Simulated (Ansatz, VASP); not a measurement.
# One calculation of Rh, two programs

File INCAR:

```
PREC = Accurate
ENCUT = 520
EDIFF = 1E-6
ISMEAR = -1
SIGMA = 0.05
LREAL = F
LASPH = T
NELM = 150
ALGO = Normal
ISIF = 2
LWAVE = F
LCHARG = F
ISPIN = 2
MAGMOM = 1
LORBIT = 11
LMAXMIX = 4
GGA = PE
NBANDS = 18
```

The input KPOINTS:

```
regular mesh
0
Gamma
  23 23 23
```

File POSCAR:

```
Rh
1.0
    0.0000000000      1.8353264106      1.8353264106
    1.8353264106      0.0000000000      1.8353264106
    1.8353264106      1.8353264106      0.0000000000
Rh
1
Direct
    0.0000000000      0.0000000000      0.0000000000
```

Input for Ansatz:

```yaml
crystal:
  lattice:
    - [0.0, 1.8353264106, 1.8353264106]
    - [1.8353264106, 0.0, 1.8353264106]
    - [1.8353264106, 1.8353264106, 0.0]
  atoms:
    - { symbol: Rh, position: [0.0, 0.0, 0.0], spin: 1.0 }
hamiltonian:
  xc: pbe
  pseudopotentials:
    kind: paw
    azcp:
      Rh: "pseudopotentials/Rh.paw.azcp"
basis:
  ecutwfc: 420
  fft_grid_basis: typed
kpoints:
  mp_grid: { grid: [23, 23, 23], shift: [0, 0, 0] }
magnetization:
  spin_polarized: true
scf:
  occupations: { method: fermi_dirac, width: 0.05 }
output:
  stress: true
```

Alike in both runs: task single point; functional PBE; k mesh 23 × 23 × 23; occupations fermi-dirac, width 0.05 eV; collinear spin.

```csv
,VASP,Ansatz
version,VASP 6.6.1,Ansatz 0.2.0
potentials or method,"VASP PAW PBE potentials, release 64 (Rh_pv), cutoff 520 eV","plane waves (420 eV) with PAW, scalar-relativistic"
valence electrons in the cell,15,17
```

|  | VASP | Ansatz | Ansatz less VASP |
| --- | --- | --- | --- |
| net moment per atom (μB) | 0.00 | 0.00 | 0.000 |

With one functional, cell and mesh, what is left measures potentials, basis and numerics. VASP's potentials hold 15 valence electrons a cell and Ansatz's 17, so a difference there can come from the potentials and not from the codes. Ansatz's warnings: seeded moment not kept.
